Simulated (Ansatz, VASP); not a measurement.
## Two plane-wave programs on Hf

```
Hf
1.0
     3.11840    0.00000    0.00000
    -1.55920    2.70061    0.00000
     0.00000    0.00000    4.94755
Hf
2
Direct
  0.33333 0.66667 0.25000
  0.66667 0.33333 0.75000
```

Alike in both runs: task single point; functional LDA; k mesh 12 × 12 × 7; occupations fermi-dirac, width 0.03 eV; no spin polarisation.

|  | VASP | Ansatz |
| --- | --- | --- |
| version | VASP 6.6.1 | Ansatz 0.2.0 |
| potentials or method | VASP PAW LDA potentials, release 64 (Hf_pv), cutoff 520 eV | plane waves (420 eV) with PAW, scalar-relativistic |
| valence electrons in the cell | 20 | 52 |

Ansatz gave:

```
pressure (GPa)                                                : 0.0
traceless stress, the component that is largest in VASP (GPa) : -0.15
```

Question: Which values does VASP return?

Answer: Pressure (GPa): 0.1; traceless stress, the component that is largest in VASP (GPa): -0.18.

Ansatz warns that its potentials were made for another functional, while VASP's fit it. LDA's correlation is that of Perdew and Zunger in VASP and of Perdew and Wang (1992) in Ansatz. VASP's potentials hold 20 valence electrons a cell and Ansatz's 52, so a difference there can come from the potentials and not from the codes.

Spin-orbit coupling is off throughout.
